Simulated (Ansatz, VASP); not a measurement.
**Two plane-wave programs on TiNi**

Contents of INCAR:

```
PREC = Accurate ; ENCUT = 520
EDIFF = 1E-6 ; ISMEAR = 0
SIGMA = 0.15 ; LREAL = F
LASPH = T ; NELM = 60
ALGO = Fast ; ISIF = 2
LWAVE = F ; LCHARG = T
GGA = PS ; LELF = T
LVHAR = T ; NBANDS = 18
```

The input KPOINTS:

```
Automatic mesh
0
Gamma
  18 18 14
```

POSCAR

```
TiNi
1.0
    2.5990128500      0.0000000000      0.0000000000
    0.0000000000      2.5990128500      0.0000000000
    0.0000000000      0.0000000000      3.5814100000
Ti Ni
1 1
Direct
    0.5000000000      0.5000000000      0.5000000000
    0.0000000000      0.0000000000      0.0000000000
```

Input for Ansatz:

```yaml
crystal:
  lattice:
    - [2.59901285, 0.0, 0.0]
    - [0.0, 2.59901285, 0.0]
    - [0.0, 0.0, 3.58141]
  atoms:
    - { symbol: Ti, position: [0.5, 0.5, 0.5] }
    - { symbol: Ni, position: [0.0, 0.0, 0.0] }
basis:
  ecutwfc: 420
kpoints:
  mp_grid: { grid: [18, 18, 14] }
hamiltonian:
  xc: pbesol
scf:
  occupations: { method: gaussian, width: 0.15 }
output:
  forces: true
  stress: true
  eigenvalues: true
```

Change from the starting cell: strain -0.050 along x and y, +0.000 along z, atoms carried along.

Alike in both runs: task single point; functional PBEsol; k mesh 18 × 18 × 14; occupations gaussian, width 0.15 eV; no spin polarisation.

```csv
,VASP,Ansatz
version,VASP 6.6.1,Ansatz 0.2.0
potentials or method,"VASP PAW PBE potentials, release 64 (Ti_sv, Ni), cutoff 520 eV","scalar-relativistic, plane waves, PAW"
valence electrons in the cell,22,30
```

|  | VASP | Ansatz | Ansatz less VASP |
| --- | --- | --- | --- |
| gap on the k mesh at the Fermi level (eV) | none | none | - |
| pressure (GPa) | 11.2 | 11.5 | +0.30 |
| traceless stress, the component that is largest in VASP (GPa) | -2.63 | -2.46 | +0.168 |

VASP's potentials were made for PBE, not for PBEsol. A gap of «none» marks a metal or a gap that the smearing closes. VASP's potentials hold 22 valence electrons a cell and Ansatz's 30, so a difference there can come from the potentials and not from the codes.
